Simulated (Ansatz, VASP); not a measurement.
**Two plane-wave programs on ZnS**

```
CELL_PARAMETERS angstrom
0.00000 2.53102 2.53102
2.53102 0.00000 2.53102
2.53102 2.53102 0.00000
ATOMIC_POSITIONS crystal
Zn 0.00000 0.00000 0.00000
S 0.50000 0.50000 0.50000
```

Alike in both runs: task single point; functional PBE; k mesh 8 × 8 × 8; occupations fermi-dirac, width 0.02 eV; no spin polarisation.

|  | VASP | Ansatz |
| --- | --- | --- |
| version | VASP 6.6.1 | Ansatz 0.2.0 |
| potentials or method | VASP PAW PBE potentials, release 64 (Zn, S) | plane waves, PAW |
| plane-wave cutoff (eV) | 520 | 420 |
| valence electrons in the cell | 18 | 18 |

```tsv
	VASP	Ansatz	Ansatz less VASP
pressure (GPa)	2.4	2.2	-0.16
```

The functional is the same, so the differences come from potentials, cutoffs and numerics.
